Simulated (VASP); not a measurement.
Input of a VASP 6.6.1 run:

INCAR

```
SYSTEM = AlN
ALGO = Normal ; EDIFF = 1E-6
EDIFFG = -0.008 ; ENCUT = 600
GGA = PE ; IBRION = 2
ISIF = 3 ; ISMEAR = 0
LASPH = .True. ; LCHARG = .False.
LREAL = .False. ; LWAVE = .False.
NELM = 60 ; NSW = 70
PREC = Accurate ; PSTRESS = 400.0
SIGMA = 0.02
```

File KPOINTS:

```
k-points
0
Gamma
  10 10 10
  0 0 0
```

The input POSCAR:

```
AlN
1.0
    0.0000000000      2.0894575392      2.0894575392
    2.0894575392      0.0000000000      2.0894575392
    2.0894575392      2.0894575392      0.0000000000
Al N
1 1
Direct
    0.0000000000      0.0000000000      0.0000000000
    0.7500000000      0.7500000000      0.7500000000
```

Potentials or basis: VASP PAW PBE potentials, release 64 (Al, N).

Launch:

```console
$ cat potpaw_PBE.64/Al/POTCAR potpaw_PBE.64/N/POTCAR > POTCAR
$ mpirun -np 1 vasp_std > vasp.out
```

(1) Predict the relaxed cell.

(2) Predict the space group after relaxing (to 0.05 Å).

(3) Predict the band gap on the k mesh.

Answers

(1) a = 2.957 Å, b = 2.957 Å, c = 2.957 Å, α = 60.00°, β = 60.00°, γ = 60.00°.

(2) F-43m (No. 216).

(3) 3.37 eV, indirect (least direct gap 5.28 eV).

Caveat: the cell is relaxed towards a set pressure, so the enthalpy falls and the energy may rise.
